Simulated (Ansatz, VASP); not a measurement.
# Pb: VASP beside Ansatz

```
CELL_PARAMETERS angstrom
-1.87807 1.98097 1.98097
1.98097 -1.87807 1.98097
1.98097 1.98097 -1.87807
ATOMIC_POSITIONS crystal
Pb 0.00000 0.00000 0.00000
```

Alike in both runs: task single point; functional LDA; k mesh 18 × 18 × 18; occupations gaussian, width 0.15 eV; no spin polarisation.

|  | VASP | Ansatz |
| --- | --- | --- |
| version | VASP 6.6.1 | Ansatz 0.2.0 |
| potentials or method | VASP PAW LDA potentials, release 64 (Pb_d), cutoff 520 eV | scalar-relativistic, plane waves, PAW |
| valence electrons in the cell | 14 | 14 |

|  | VASP | Ansatz | Ansatz less VASP |
| --- | --- | --- | --- |
| gap on the k mesh at the Fermi level (eV) | none | none | - |
| pressure (GPa) | -2.7 | -2.7 | -0.03 |
| traceless stress, the component that is largest in VASP (GPa) | -0.61 | -0.61 | +0.008 |

LDA's correlation is that of Perdew and Zunger in VASP and of Perdew and Wang (1992) in Ansatz. A gap of «none» marks a metal or a gap that the smearing closes.

Neither program's run includes spin-orbit coupling.
